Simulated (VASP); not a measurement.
Set up this calculation in VASP 6.6.1, as the native input.

| Item | Value |
| --- | --- |
| Task | single point |
| Functional | PBE |
| Potentials or basis | VASP PAW PBE potentials, release 64 (Te, P) |
| Cutoff | 520 eV |
| k mesh | 12 × 12 × 8 |
| Occupations | gaussian, width 0.1 eV |
| Spin | no spin polarisation |
| Dipole correction | no |
| Further INCAR settings | ALGO = Normal; EDIFF = 1e-07; NBANDS = 15 |

The structure of TeP2 lies in POSCAR:

```
TeP2
1.0
    4.1728522116      0.0000000000      0.0000000000
   -2.0864261058      3.6137960215      0.0000000000
    0.0000000000      0.0000000000      5.2418132837
Te P
1 2
Direct
    0.0000000000      0.0000000000      0.0000000000
    0.6666666667      0.3333333333      0.6974818159
    0.6666666667      0.3333333333      0.3025181841
```

The input as run:

INCAR

```
SYSTEM = TeP2
PREC = Accurate
ENCUT = 520
EDIFF = 1E-7
ISMEAR = 0
SIGMA = 0.1
LREAL = .FALSE.
LASPH = .TRUE.
NELM = 60
ALGO = Normal
ISIF = 2
LWAVE = .FALSE.
LCHARG = .FALSE.
GGA = PE
NBANDS = 15
```

KPOINTS

```
regular mesh
0
G
  12 12 8
  0 0 0
```

Potentials or basis: VASP PAW PBE potentials, release 64 (Te, P).

Run with:

```console
$ cat potpaw_PBE.64/Te/POTCAR potpaw_PBE.64/P/POTCAR > POTCAR
$ mpirun -np 1 vasp_std > vasp.out
```

It gave:

```yaml
Pressure: -0.1 GPa
Largest_force: 0.046 eV/Å
Band_gap_on_the_k_mesh: zero (band 8 reaches 5.64 eV, above the bottom of band 9 at 5.16 eV)
```

Caveat: spin-orbit coupling is left out, which moves the levels of the heavy elements.

It took 96 s on 1 thread of Intel(R) Xeon(R) Platinum 8488C (Sapphire Rapids), on a shared host, peak memory 0.26 GiB.
